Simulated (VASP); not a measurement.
Here is a VASP 6.6.1 calculation.

Contents of INCAR:

```
SYSTEM = CuSi16
PREC     = Accurate       ! precision mode
ENCUT    = 520            ! plane-wave cutoff, eV
EDIFF    = 1E-7           ! SCF threshold, eV
ISMEAR   = -1             ! smearing method
SIGMA    = 0.02           ! smearing width, eV
LREAL    = Auto         
LASPH    = .TRUE.         ! aspherical terms in the spheres
NELM     = 60             ! most SCF steps
ALGO     = Normal         ! electronic algorithm
ISIF     = 2              ! what is computed and relaxed
LWAVE    = .FALSE.        ! write WAVECAR
LCHARG   = .FALSE.        ! write CHGCAR
GGA      = PE             ! functional
IVDW     = 12             ! dispersion correction
NELECT   = 74.0         
NBANDS   = 52             ! bands
```

Contents of KPOINTS:

```
regular mesh
0
G
  2 2 2
  0 0 0
```

POSCAR

```
CuSi16
1.0
    0.0000000000      5.4300000000      5.4300000000
    5.4300000000      0.0000000000      5.4300000000
    5.4300000000      5.4300000000      0.0000000000
Si Cu
16 1
Direct
   -0.0070104972     -0.0031034991      0.0021539595
    0.1171890424      0.1208127993      0.1277151934
   -0.0070746777     -0.0031529466      0.4998903315
    0.1152833333      0.1197901473      0.6292671271
   -0.0021984346      0.4925803867     -0.0011984346
    0.1225025783      0.6239014733      0.1174926335
    0.0061644567      0.4944762431      0.4948909761
    0.1311593002      0.6241081031      0.6261771639
    0.4890130755      0.0017053407     -0.0004699816
    0.6199755064      0.1268600368      0.1180900552
    0.4899690608      0.0121668508      0.4952344383
    0.6201635359      0.1355103131      0.6268062615
    0.4993151934      0.5033908840     -0.0097730203
    0.6257235727      0.6295710866      0.1264620626
    0.5099045120      0.5137897790      0.5083070902
    0.6376400552      0.6433162983      0.6221897790
    0.3917923573      0.4001393186      0.3682455801
```

Potentials or basis: VASP PAW PBE potentials, release 64 (Si, Cu).

Command:

```sh
$ cat potpaw_PBE.64/Si/POTCAR potpaw_PBE.64/Cu/POTCAR > POTCAR
$ mpirun -np 1 vasp_std > vasp.out
```

(1) What does it give for the largest force?

(2) Predict the dispersion energy per atom.

Results:

(1) 0.030 eV/Å.

(2) -0.333 eV.

Caveat: the k points lie up to 0.50 Å⁻¹ apart; the cell carries a net charge on a neutralising background, which shifts energy and pressure.
